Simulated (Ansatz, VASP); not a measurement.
**HgS6 in VASP and in Ansatz**

```
Hg S
1.0
     6.29112    0.00000    0.00000
     0.00000    6.29112    0.00000
     0.00000    0.00000    6.29112
Hg S
1 6
Direct
  0.00000 0.00000 0.00000
  0.84695 0.50000 0.50000
  0.15305 0.50000 0.50000
  0.50000 0.50000 0.84695
  0.50000 0.50000 0.15305
  0.50000 0.15305 0.50000
  0.50000 0.84695 0.50000
```

Change from the starting cell: species swapped into the YB6 type (Pm-3m, No. 221).

Alike in both runs: functional PBE; k mesh 4 × 4 × 4; occupations gaussian, width 0.1 eV; no spin polarisation.

Ansatz relaxed the structure, and its values are those at the end. VASP's run is a single point on that final structure, the one shown.

|  | VASP | Ansatz |
| --- | --- | --- |
| version | VASP 6.6.1 | Ansatz 0.2.0 |
| potentials or method | VASP PAW PBE potentials, release 64 (Hg_sv_GW, S), cutoff 500 eV | scalar-relativistic, plane waves, PAW |
| valence electrons in the cell | 56 | 56 |

```csv
,VASP,Ansatz,Ansatz less VASP
gap on the k mesh at the Fermi level (eV),none,none,-
pressure (GPa),-0.3,0.1,+0.41
rms of the force components (eV/Å),0.129,0.010,-0.1193
```

A gap of «none» marks a metal or a gap that the smearing closes. One of these differences is far larger than is usual between the two programs; its cause wasn't traced. With one functional, cell and mesh, what is left measures potentials, basis and numerics.

Spin-orbit coupling is off throughout.
